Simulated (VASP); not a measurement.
**Ta6C: single point with PBE**

Ta6C, a slab with vacuum:

```
CELL_PARAMETERS angstrom
4.69373 0.00000 0.00000
-2.34686 4.06489 0.00000
0.00000 0.00000 19.98819
ATOMIC_POSITIONS crystal
Ta 0.66667 0.33333 0.20012
Ta 0.33333 0.66667 0.24805
Ta 0.00000 0.00000 0.29599
Ta 0.66667 0.33333 0.34018
Ta 0.33333 0.66667 0.38197
Ta 0.00000 0.00000 0.42466
C 0.00000 0.00000 0.51976
```

| Item | Value |
| --- | --- |
| Program | VASP 6.6.1 |
| Task | single point |
| Functional | PBE |
| Potentials or basis | VASP PAW PBE potentials, release 64 (Ta_pv, C) |
| Cutoff | 520 eV |
| k mesh | 6 × 6 × 1 |
| Occupations | gaussian, width 0.1 eV |
| Spin | no spin polarisation |

```json
{
 "Largest force": "2.601 eV/Å",
 "Band gap on the k mesh": "zero (band 35 reaches -1.75 eV, above the bottom of band 36 at -1.77 eV)"
}
```

Forces in eV/Å, atoms in the order of the input:
```
Ta   0.000  0.000  1.908
Ta   0.000  0.000 -0.015
Ta   0.000  0.000 -2.601
Ta   0.000  0.000 -0.352
Ta   0.000  0.000  0.799
Ta   0.000  0.000  0.141
C    0.000  0.000  0.120
```

Levels at points of the mesh, in eV from the Fermi level:
```
           k point  band 32  band 33  band 34  band 35  band 36  band 37  band 38  band 39
(0.00, 0.00, 0.00)    -0.73    -0.28    -0.28    -0.11     0.10     0.10     0.38     0.38
(0.50, 0.00, 0.00)    -0.80    -0.71    -0.22    -0.21     0.08     0.14     0.91     1.21
```

Wall time 4.6 min on 1 thread of Intel(R) Xeon(R) Platinum 8488C (Sapphire Rapids) (shared host), peak memory 0.5 GiB.

Caveat: spin-orbit coupling is left out, which moves the levels of the heavy elements.
